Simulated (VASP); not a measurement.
# MgO (Fm-3m) in VASP: notebook

Runs on MgO. Level: PBEsol. Tasks: vibrations by perturbation theory.

All numbers are computed with VASP 6.6.1; they aren't measurements. Logs are shortened: lines on timing, memory, paths and dates and some standing lists are left out, and cuts for length are marked.

### 1 The cell of the first run

It takes space group Fm-3m (No. 225, cubic). The conventional cell has a = 4.061 Å, b = 4.061 Å, c = 4.061 Å, α = 90.00°, β = 90.00°, γ = 90.00°. Within 2.7 Å of Mg (site symmetry m-3m) lie 6 O at 2.03 Å. Within 2.7 Å of O (site symmetry m-3m) lie 6 Mg at 2.03 Å.

### 2 Vibrations by perturbation theory, PBEsol

INCAR

```
PREC = Accurate
ENCUT = 520
EDIFF = 1E-8
ISMEAR = 0
SIGMA = 0.01
LREAL = False
LASPH = True
NELM = 100
ALGO = Normal
ISIF = 2
LWAVE = False
LCHARG = False
GGA = PS
IBRION = 8
NSW = 1
LEPSILON = True
```

KPOINTS

```
regular mesh
0
Gamma
  10 10 10
```

POSCAR

```
MgO
1.0
    0.0000000000      2.0304906437      2.0304906437
    2.0304906437      0.0000000000      2.0304906437
    2.0304906437      2.0304906437      0.0000000000
Mg O
1 1
Direct
    0.0000000000      0.0000000000      0.0000000000
    0.5000000000      0.5000000000      0.5000000000
```

Potentials or basis: VASP PAW PBE potentials, release 64 (Mg, O).

On the command line:

```
$ cat potpaw_PBE.64/Mg/POTCAR potpaw_PBE.64/O/POTCAR > POTCAR
$ mpirun -np 1 vasp_std > vasp.out
```

OUTCAR:

```text
PREC = Accurate
   ENCUT = 520
   EDIFF = 1E-8
   ISMEAR = 0
   LREAL = False
   LASPH = True
   NELM = 100
   ISIF = 2
   GGA = PS
   IBRION = 8
   NSW = 1
   LEPSILON = True

 ion  position               nearest neighbor table
   1  0.000  0.000  0.000-   2 2.03   2 2.03   2 2.03   2 2.03   2 2.03   2 2.03
   2  0.500  0.500  0.500-   1 2.03   1 2.03   1 2.03   1 2.03   1 2.03   1 2.03

  LATTYP: Found a face centered cubic cell.
 ALAT       =     4.0609812874

  Lattice vectors:

 A1 = (   0.0000000000,   2.0304906437,   2.0304906437)
 A2 = (   2.0304906437,   0.0000000000,   2.0304906437)
 A3 = (   2.0304906437,   2.0304906437,   0.0000000000)

Analysis of symmetry for initial positions (statically):
=====================================================================
 Subroutine PRICEL returns:
 Original cell was already a primitive cell.

 Routine SETGRP: Setting up the symmetry group for a
 face centered cubic supercell.

 Subroutine GETGRP returns: Found 48 space group operations
 (whereof 48 operations were pure point group operations)
 out of a pool of 48 trial point group operations.

The static configuration has the point symmetry O_h .

Analysis of symmetry for dynamics (positions and initial velocities):
=====================================================================
 Subroutine PRICEL returns:
 Original cell was already a primitive cell.

 Routine SETGRP: Setting up the symmetry group for a
 face centered cubic supercell.

 Subroutine GETGRP returns: Found 48 space group operations
 (whereof 48 operations were pure point group operations)
 out of a pool of 48 trial point group operations.

The dynamic configuration has the point symmetry O_h .

 Subroutine INISYM returns: Found 48 space group operations
 (whereof 48 operations are pure point group operations),
 and found     1 'primitive' translations

----------------------------------------------------------------------------------------
[... 497 lines left out ...]

 MACROSCOPIC STATIC DIELECTRIC TENSOR (including local field effects in DFT)
 ------------------------------------------------------
           3.047049     0.000000     0.000000
          -0.000000     3.047049     0.000000
          -0.000000    -0.000000     3.047049
 ------------------------------------------------------

 PIEZOELECTRIC TENSOR (including local field effects)  for field in x, y, z        (e  Angst)
          XX          YY          ZZ          XY          YZ          ZX
  --------------------------------------------------------------------------------
  x     0.00000     0.00000     0.00000     0.00000     0.00000     0.00000
  y     0.00000     0.00000     0.00000     0.00000     0.00000     0.00000
  z     0.00000     0.00000     0.00000     0.00000     0.00000     0.00000

 PIEZOELECTRIC TENSOR (including local field effects)  for field in x, y, z        (C/m^2)
          XX          YY          ZZ          XY          YZ          ZX
  --------------------------------------------------------------------------------
  x     0.00000     0.00000     0.00000     0.00000     0.00000     0.00000
  y     0.00000     0.00000     0.00000     0.00000     0.00000     0.00000
  z     0.00000     0.00000     0.00000     0.00000     0.00000     0.00000

 BORN EFFECTIVE CHARGES (including local field effects) (in |e|, cummulative output)
 ---------------------------------------------------------------------------------
 ion    1
    1     1.92168    -0.00000    -0.00000
    2     0.00000     1.92168     0.00000
    3     0.00000     0.00000     1.92168
 ion    2
    1    -1.92168     0.00000     0.00000
    2    -0.00000    -1.92168    -0.00000
    3    -0.00000    -0.00000    -1.92168

 INTERNAL STRAIN TENSOR FOR ION    2 for displacements in x,y,z  (eV/Angst):
          X           Y           Z          XY          YZ          ZX
  --------------------------------------------------------------------------------
  x     0.00000     0.00000     0.00000     0.00000     0.00000     0.00000
  y     0.00000     0.00000     0.00000     0.00000     0.00000     0.00000
  z     0.00000     0.00000     0.00000     0.00000     0.00000     0.00000

 SECOND DERIVATIVES (NOT SYMMETRIZED)
 ------------------------------------
               1X          1Y          1Z          2X          2Y          2Z
  1X    -8.764960    0.000000    0.000000    8.764960    0.000000    0.000000
  1Y     0.000000   -8.764960    0.000000    0.000000    8.764960    0.000000
  1Z     0.000000    0.000000   -8.764960    0.000000    0.000000    8.764960
  2X     8.762314    0.000000    0.000000   -8.762314    0.000000    0.000000
  2Y     0.000000    8.762314    0.000000    0.000000   -8.762314    0.000000
  2Z     0.000000    0.000000    8.762314    0.000000    0.000000   -8.762314

 Eigenvectors and eigenvalues of the dynamical matrix
 ----------------------------------------------------

   1 f  =   14.899024 THz    93.613330 2PiTHz  496.977954 cm-1    61.617385 meV
             X         Y         Z           dx          dy          dz
      0.000000  0.000000  0.000000     0.000000    0.630115    0.000000
      2.030491  2.030491  2.030491     0.000000   -0.776502    0.000000
[... 21 lines left out ...]
   6 f/i=    0.001101 THz     0.006915 2PiTHz    0.036713 cm-1     0.004552 meV
             X         Y         Z           dx          dy          dz
      0.000000  0.000000  0.000000     0.000000    0.000000    0.776502
      2.030491  2.030491  2.030491     0.000000    0.000000    0.630115

--------------------------------------------------------------------------------------------------------

 MACROSCOPIC STATIC DIELECTRIC TENSOR IONIC CONTRIBUTION
 ------------------------------------------------------
           4.554181    -0.000000     0.000000
          -0.000000     4.554181     0.000000
           0.000000     0.000000     4.554181
 ------------------------------------------------------

 ELASTIC MODULI CONTR FROM IONIC RELAXATION (kBar)
 Direction    XX          YY          ZZ          XY          YZ          ZX
 --------------------------------------------------------------------------------
 XX           0.0000      0.0000      0.0000      0.0000      0.0000      0.0000
 YY           0.0000      0.0000      0.0000      0.0000      0.0000      0.0000
 ZZ           0.0000      0.0000      0.0000      0.0000      0.0000      0.0000
 XY           0.0000      0.0000      0.0000      0.0000      0.0000      0.0000
 YZ           0.0000      0.0000      0.0000      0.0000      0.0000      0.0000
 ZX           0.0000      0.0000      0.0000      0.0000      0.0000      0.0000
 --------------------------------------------------------------------------------

 PIEZOELECTRIC TENSOR IONIC CONTR  for field in x, y, z        (C/m^2)
          XX          YY          ZZ          XY          YZ          ZX
  --------------------------------------------------------------------------------
  x     0.00000     0.00000     0.00000     0.00000     0.00000     0.00000
  y     0.00000     0.00000     0.00000     0.00000     0.00000     0.00000
  z     0.00000     0.00000     0.00000     0.00000     0.00000     0.00000
```

OSZICAR:

```text
N       E                     dE             d eps       ncg     rms          rms(c)
DAV:   1     0.115934082762E+02    0.11593E+02   -0.51155E+03   920   0.910E+02
DAV:   2    -0.135307662257E+02   -0.25124E+02   -0.24004E+02   880   0.142E+02
DAV:   3    -0.138245849273E+02   -0.29382E+00   -0.29382E+00  1048   0.169E+01
DAV:   4    -0.138248851847E+02   -0.30026E-03   -0.30026E-03   992   0.502E-01
[... 134 lines left out ...]
RMM:   7    -0.357264570014E+00    0.78938E-05   -0.27888E-08  2771   0.992E-04    0.122E-04
RMM:   8    -0.357264901036E+00   -0.33102E-06   -0.23705E-08  2614   0.250E-04    0.193E-05
RMM:   9    -0.357264933647E+00   -0.32611E-07   -0.23869E-08  2849   0.155E-04    0.141E-06
RMM:  10    -0.357264950575E+00   -0.16928E-07   -0.23745E-08  2525   0.124E-04    0.496E-07
RMM:  11    -0.357264952534E+00   -0.19591E-08   -0.22968E-08  1646   0.122E-04    0.224E-07
 Linear response finished
```

stdout:

```text
POSCAR found type information on POSCAR MgO
 POSCAR found :  2 types and       2 ions
 scaLAPACK will be used
 -----------------------------------------------------------------------------
|                                                                             |
|                                                                             |
[... 39 lines left out ...]
 first order change of Fermi-energy   0.62162E-04
 force on displaced ion       1 direction 1 :  -8.765   0.000   0.000
 Born effective charge ion    1 direction 1 :   1.921   0.000   0.000
 Linear response progress:
 first order change of Fermi-energy   0.11883E-02
 force on displaced ion       2 direction 1 :  -8.762   0.000   0.000
 Born effective charge ion    2 direction 1 :  -1.922   0.000   0.000
 Born effective charges drift removed
 Linear response finished
```

Run time: 81 s. Hardware: 1 thread of AMD EPYC 9R45 (Zen 5), shared host; peak memory 0.15 GiB.

What came out:

```yaml
Electronic_dielectric_tensor_diagonal: 3.05
Born_charges_mean_of_the_diagonal: Mg +1.92; O -1.92 e
Highest_phonon_frequency_at_Γ_LO-TO_splitting_left_out: 497 cm⁻¹
```

Phonon frequencies in cm⁻¹ (negative: imaginary):
```
              q point        frequencies
(0.000, 0.000, 0.000)  0 0 0 497 497 497
```

Electronic dielectric tensor:
```
3.05 0.00 0.00
0.00 3.05 0.00
0.00 0.00 3.05
```

Born effective charge tensors (e):
atom 1, Mg
```
1.92 0.00 0.00
0.00 1.92 0.00
0.00 0.00 1.92
```
atom 2, O
```
-1.92  0.00  0.00
 0.00 -1.92  0.00
 0.00  0.00 -1.92
```

Caveat: the cell wasn't relaxed at this level first, which shifts response properties; the PAW data sets were made with another functional, which shifts forces and pressure a little.

### 3 Vibrations by perturbation theory, PBEsol

This run uses another cell than the first one, of 8.80 Å³/atom, 1.051 times its volume.

INCAR

```
SYSTEM = MgO
PREC = Accurate
ENCUT = 520
EDIFF = 1E-8
ISMEAR = 0
SIGMA = 0.01
LREAL = .False.
LASPH = .True.
NELM = 100
ALGO = Normal
ISIF = 2
LWAVE = .False.
LCHARG = .True.
GGA = PS
NBANDS = 11
IBRION = 8
NSW = 1
LEPSILON = .True.
```

KPOINTS

```
regular mesh
0
Gamma
  10 10 10
  0 0 0
```

POSCAR

```
MgO
1.0
    0.0000000000      2.0643051271      2.0643051271
    2.0643051271      0.0000000000      2.0643051271
    2.0643051271      2.0643051271      0.0000000000
Mg O
1 1
Direct
    0.0000000000      0.0000000000      0.0000000000
    0.5000000000      0.5000000000      0.5000000000
```

Potentials or basis: VASP PAW PBE potentials, release 64 (Mg, O).

On the command line:

```
$ cat potpaw_PBE.64/Mg/POTCAR potpaw_PBE.64/O/POTCAR > POTCAR
$ mpirun -np 1 vasp_std > vasp.out
```

OUTCAR:

```text
SYSTEM = MgO
   PREC = Accurate
   ENCUT = 520
   EDIFF = 1E-8
   ISMEAR = 0
   LREAL = .False.
   LASPH = .True.
   NELM = 100
   ISIF = 2
   GGA = PS
   IBRION = 8
   NSW = 1
   LEPSILON = .True.

 ion  position               nearest neighbor table
   1  0.000  0.000  0.000-   2 2.06   2 2.06   2 2.06   2 2.06   2 2.06   2 2.06
   2  0.500  0.500  0.500-   1 2.06   1 2.06   1 2.06   1 2.06   1 2.06   1 2.06

[... 667 lines left out ...]
      2.064305  2.064305  2.064305     0.776221    0.000000    0.000000
[... 21 lines left out ...]
   6 f/i=    0.006966 THz     0.043770 2PiTHz    0.232369 cm-1     0.028810 meV
             X         Y         Z           dx          dy          dz
      0.000000  0.000000  0.000000     0.000657   -0.221132    0.744056
      2.064305  2.064305  2.064305     0.000533   -0.179607    0.604336

--------------------------------------------------------------------------------------------------------

 MACROSCOPIC STATIC DIELECTRIC TENSOR IONIC CONTRIBUTION
 ------------------------------------------------------
           5.440817    -0.000000    -0.000000
          -0.000000     5.440817    -0.000000
          -0.000000    -0.000000     5.440817
 ------------------------------------------------------

 ELASTIC MODULI CONTR FROM IONIC RELAXATION (kBar)
 Direction    XX          YY          ZZ          XY          YZ          ZX
 --------------------------------------------------------------------------------
 XX           0.0000      0.0000      0.0000      0.0000      0.0000      0.0000
 YY           0.0000      0.0000      0.0000      0.0000      0.0000      0.0000
 ZZ           0.0000      0.0000      0.0000      0.0000      0.0000      0.0000
 XY           0.0000      0.0000      0.0000      0.0000      0.0000      0.0000
 YZ           0.0000      0.0000      0.0000      0.0000      0.0000      0.0000
 ZX           0.0000      0.0000      0.0000      0.0000      0.0000      0.0000
 --------------------------------------------------------------------------------

 PIEZOELECTRIC TENSOR IONIC CONTR  for field in x, y, z        (C/m^2)
          XX          YY          ZZ          XY          YZ          ZX
  --------------------------------------------------------------------------------
  x     0.00000     0.00000     0.00000     0.00000     0.00000     0.00000
  y     0.00000     0.00000     0.00000     0.00000     0.00000     0.00000
  z     0.00000     0.00000     0.00000     0.00000     0.00000     0.00000
```

Wall time 1.7 min (1 thread of AMD EPYC 9R45 (Zen 5), shared host); peak memory 0.16 GiB.

What came out:

| Property | Result |
| --- | --- |
| Electronic dielectric tensor (diagonal) | 3.10 |
| Born charges (mean of the diagonal) | Mg +1.94; O -1.94 e |
| Highest phonon frequency at Γ, LO-TO splitting left out | 448 cm⁻¹ |

Phonon frequencies in cm⁻¹ (negative: imaginary):
```
              q point        frequencies
(0.000, 0.000, 0.000)  0 0 0 448 448 448
```

Electronic dielectric tensor:
```
3.10 0.00 0.00
0.00 3.10 0.00
0.00 0.00 3.10
```

Born effective charge tensors (e):
atom 1, Mg
```
1.94 0.00 0.00
0.00 1.94 0.00
0.00 0.00 1.94
```
atom 2, O
```
-1.94  0.00  0.00
 0.00 -1.94  0.00
 0.00  0.00 -1.94
```

Caveat: the cell wasn't relaxed at this level first, which shifts response properties; the PAW data sets were made with another functional, which shifts forces and pressure a little.

### 4 Vibrations by perturbation theory, PBEsol

This run uses another cell than the first one, of 9.08 Å³/atom, 1.085 times its volume.

INCAR

```
SYSTEM = MgO
  PREC = Accurate
  ENCUT = 520
  EDIFF = 1E-8
  ISMEAR = 0
  SIGMA = 0.01
  LREAL = .False.
  LASPH = .True.
  NELM = 80
  ALGO = Normal
  ISIF = 2
  LWAVE = .False.
  LCHARG = .True.
  GGA = PS
  NBANDS = 11
  IBRION = 8
  NSW = 1
  LEPSILON = .True.
```

KPOINTS is that of step 3.

POSCAR

```
MgO
1.0
    0.0000000000      2.0862311184      2.0862311184
    2.0862311184      0.0000000000      2.0862311184
    2.0862311184      2.0862311184      0.0000000000
Mg O
1 1
Direct
    0.0000000000      0.0000000000      0.0000000000
    0.5000000000      0.5000000000      0.5000000000
```

Potentials or basis: VASP PAW PBE potentials, release 64 (Mg, O).

On the command line:

```
$ cat potpaw_PBE.64/Mg/POTCAR potpaw_PBE.64/O/POTCAR > POTCAR
$ mpirun -np 1 vasp_std > vasp.out
```

OUTCAR:

```text
SYSTEM = MgO
   PREC = Accurate
   ENCUT = 520
   EDIFF = 1E-8
   ISMEAR = 0
   LREAL = .False.
   LASPH = .True.
   NELM = 80
   ISIF = 2
   GGA = PS
   IBRION = 8
   NSW = 1
   LEPSILON = .True.

 ion  position               nearest neighbor table
   1  0.000  0.000  0.000-   2 2.09   2 2.09   2 2.09   2 2.09   2 2.09   2 2.09
   2  0.500  0.500  0.500-   1 2.09   1 2.09   1 2.09   1 2.09   1 2.09   1 2.09

[... 667 lines left out ...]
      2.086231  2.086231  2.086231    -0.103706   -0.753217   -0.158614
[... 21 lines left out ...]
   6 f/i=    0.002848 THz     0.017892 2PiTHz    0.094984 cm-1     0.011777 meV
             X         Y         Z           dx          dy          dz
      0.000000  0.000000  0.000000     0.762209   -0.145682    0.032612
      2.086231  2.086231  2.086231     0.618137   -0.118145    0.026448

--------------------------------------------------------------------------------------------------------

 MACROSCOPIC STATIC DIELECTRIC TENSOR IONIC CONTRIBUTION
 ------------------------------------------------------
           6.136999     0.000000     0.000000
           0.000000     6.136999     0.000000
           0.000000     0.000000     6.136999
 ------------------------------------------------------

 ELASTIC MODULI CONTR FROM IONIC RELAXATION (kBar)
 Direction    XX          YY          ZZ          XY          YZ          ZX
 --------------------------------------------------------------------------------
 XX           0.0000      0.0000      0.0000      0.0000      0.0000      0.0000
 YY           0.0000      0.0000      0.0000      0.0000      0.0000      0.0000
 ZZ           0.0000      0.0000      0.0000      0.0000      0.0000      0.0000
 XY           0.0000      0.0000      0.0000      0.0000      0.0000      0.0000
 YZ           0.0000      0.0000      0.0000      0.0000      0.0000      0.0000
 ZX           0.0000      0.0000      0.0000      0.0000      0.0000      0.0000
 --------------------------------------------------------------------------------

 PIEZOELECTRIC TENSOR IONIC CONTR  for field in x, y, z        (C/m^2)
          XX          YY          ZZ          XY          YZ          ZX
  --------------------------------------------------------------------------------
  x     0.00000     0.00000     0.00000     0.00000     0.00000     0.00000
  y     0.00000     0.00000     0.00000     0.00000     0.00000     0.00000
  z     0.00000     0.00000     0.00000     0.00000     0.00000     0.00000
```

It took 1.7 min on 1 thread of AMD EPYC 9R45 (Zen 5), shared host; peak memory 0.17 GiB.

What came out:

- Electronic dielectric tensor (diagonal): 3.13
- Born charges (mean of the diagonal): Mg +1.95; O -1.95 e
- Highest phonon frequency at Γ, LO-TO splitting left out: 418 cm⁻¹

Phonon frequencies in cm⁻¹ (negative: imaginary):
```tsv
q point	frequencies
(0.000, 0.000, 0.000)	0 0 0 418 418 418
```

Electronic dielectric tensor:
```
3.13 0.00 0.00
0.00 3.13 0.00
0.00 0.00 3.13
```

Born effective charge tensors (e):
atom 1, Mg
```
1.95 0.00 0.00
0.00 1.95 0.00
0.00 0.00 1.95
```
atom 2, O
```
-1.95  0.00  0.00
 0.00 -1.95  0.00
 0.00  0.00 -1.95
```

Caveat: the cell wasn't relaxed at this level first, which shifts response properties; the PAW data sets were made with another functional, which shifts forces and pressure a little.

(Part 1 of 2 ends here.)
